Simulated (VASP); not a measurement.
A run of VASP 6.6.1:

INCAR

```
PREC     = Accurate       # precision mode
ENCUT    = 520            # plane-wave cutoff, eV
EDIFF    = 1E-7           # SCF threshold, eV
ISMEAR   = 0              # smearing method
SIGMA    = 0.02           # smearing width, eV
LREAL    = F              # projectors in reciprocal space
LASPH    = T              # aspherical terms in the spheres
NELM     = 80             # most SCF steps
ALGO     = Normal         # electronic algorithm
ISIF     = 2              # what is computed and relaxed
LWAVE    = F              # write WAVECAR
LCHARG   = F              # write CHGCAR
GGA      = PE             # functional
NBANDS   = 41             # bands
```

File KPOINTS:

```
Automatic mesh
0
Gamma
  12 12 2
```

File POSCAR:

```
BeZn3Se4
1.0
    3.9487355239      0.0000000000      0.0000000000
   -1.9743677620      3.4197052765      0.0000000000
    0.0000000000      0.0000000000     13.0379730600
Be Zn Se
1 3 4
Direct
    0.3333333333      0.6666666667      0.0012132356
    0.3333333333      0.6666666667      0.5008499117
    0.6666666667      0.3333333333      0.2425514442
    0.6666666667      0.3333333333      0.7597201728
    0.3333333333      0.6666666667      0.1733884079
    0.3333333333      0.6666666667      0.6903954473
    0.6666666667      0.3333333333      0.4319450735
    0.6666666667      0.3333333333      0.9499363070
```

Potentials or basis: VASP PAW PBE potentials, release 64 (Be, Zn, Se).

The run is started by

```bash
$ cat potpaw_PBE.64/Be/POTCAR potpaw_PBE.64/Zn/POTCAR potpaw_PBE.64/Se/POTCAR > POTCAR
$ mpirun -np 1 vasp_std > vasp.out
```

Hardware: 1 thread of Intel Xeon 8259CL, on a shared host.

Estimate the wall time of this run.

It took 11 min on 1 thread of Intel Xeon 8259CL, on a shared host, peak memory 0.42 GiB. Counts: scf iterations 18, k points 38.
